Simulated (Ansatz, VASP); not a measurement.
## Te: VASP beside Ansatz

Contents of INCAR:

```
SYSTEM = Te
PREC     = Accurate       ! precision mode
ENCUT    = 520            ! plane-wave cutoff, eV
EDIFF    = 1E-6           ! SCF threshold, eV
ISMEAR   = 0              ! smearing method
SIGMA    = 0.15           ! smearing width, eV
LREAL    = .FALSE.        ! projectors in reciprocal space
LASPH    = .TRUE.         ! aspherical terms in the spheres
NELM     = 80             ! most SCF steps
ALGO     = Normal         ! electronic algorithm
ISIF     = 2              ! what is computed and relaxed
LWAVE    = .FALSE.        ! write WAVECAR
LCHARG   = .FALSE.        ! write CHGCAR
GGA      = PE             ! functional
NBANDS   = 9              ! bands
```

KPOINTS

```
Automatic mesh
0
G
  15 15 15
  0 0 0
```

File POSCAR:

```
Te
1.0
    2.3773185343      1.3725454957      1.7596911791
   -2.3773185343      1.3725454957      1.7596911791
    0.0000000000     -2.7450909914      1.7596911791
Te
1
Direct
    0.5000000000      0.5000000000      0.5000000000
```

Input for Ansatz:

```yaml
crystal:
  lattice:
    - [2.3773185343, 1.3725454957, 1.7596911791]
    - [-2.3773185343, 1.3725454957, 1.7596911791]
    - [0.0, -2.7450909914, 1.7596911791]
  atoms:
    - { symbol: Te, position: [0.5, 0.5, 0.5] }
basis:
  ecutwfc: 420
kpoints:
  mp_grid: { grid: [15, 15, 15] }
hamiltonian:
  xc: pbe
scf:
  occupations: { method: gaussian, width: 0.15 }
output:
  forces: true
  stress: true
  eigenvalues: true
```

Alike in both runs: task single point; functional PBE; k mesh 15 × 15 × 15; occupations gaussian, width 0.15 eV; no spin polarisation.

|  | VASP | Ansatz |
| --- | --- | --- |
| version | VASP 6.6.1 | Ansatz 0.2.0 |
| potentials or method | VASP PAW PBE potentials, release 64 (Te), cutoff 520 eV | scalar-relativistic, plane waves, PAW |
| valence electrons in the cell | 6 | 16 |

Ansatz gave:

```
gap on the k mesh at the Fermi level (eV)                     : none
pressure (GPa)                                                : -2.5
traceless stress, the component that is largest in VASP (GPa) : 0.70
```

Task: What did VASP give for the same quantities?

Result: gap on the k mesh at the Fermi level (eV): none; pressure (GPa): -2.6; traceless stress, the component that is largest in VASP (GPa): 0.70.

A gap of «none» marks a metal or a gap that the smearing closes. The functional is the same, so the differences come from potentials, cutoffs and numerics. VASP's potentials hold 6 valence electrons a cell and Ansatz's 16, so a difference there can come from the potentials and not from the codes.

Neither program's run includes spin-orbit coupling.
